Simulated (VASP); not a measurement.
Ti2Al3Ru, 6 atoms in the cell. The structure is orthorhombic, space group Cmmm (No. 65). Conventional cell: a = 5.501 Å, b = 7.910 Å, c = 3.911 Å, α = 90.00°, β = 90.00°, γ = 90.00°. Within 2.5 Å of Ti (site symmetry mmm) lie 4 Al at 1.89 to 1.96 Å. Ti (site symmetry mmm) has 2 Ru at 1.96 Å and 2 Al at 2.06 Å within 2.6 Å. Al (site symmetry m2m) has 2 Ti at 1.89 to 2.06 Å within 2.5 Å. Al (site symmetry mmm) has 2 Ti at 1.96 Å within 2.6 Å. Within 2.6 Å of Ru (site symmetry mmm) lie 2 Ti at 1.96 Å. 

```yaml
Program: VASP 6.6.1
Task: single point
Functional: PBE
Potentials_or_basis: VASP PAW PBE potentials, release 64 (Ti_sv, Al, Ru_pv)
Cutoff: 520 eV
k_mesh: 4 × 4 × 4
Occupations: gaussian, width 0.1 eV
Spin: no spin polarisation
Dipole_correction: no
Further_INCAR_settings: ALGO = Normal; EDIFF = 1e-06; NBANDS = 32
```

Potentials or basis: VASP PAW PBE potentials, release 64 (Ti_sv, Al, Ru_pv).

Command:

```bash
$ cat potpaw_PBE.64/Ti_sv/POTCAR potpaw_PBE.64/Al/POTCAR potpaw_PBE.64/Ru_pv/POTCAR > POTCAR
$ mpirun -np 1 vasp_std > vasp.out
```

Hardware: 1 thread of Intel(R) Xeon(R) 6975P-C (Granite Rapids), with other jobs on the host.

Question: How long does it take, and how much memory?

Answer: Run time: 27 s on 1 thread of Intel(R) Xeon(R) 6975P-C (Granite Rapids), on a shared host, peak memory 0.21 GiB. Counts: scf iterations 18, k points 21.
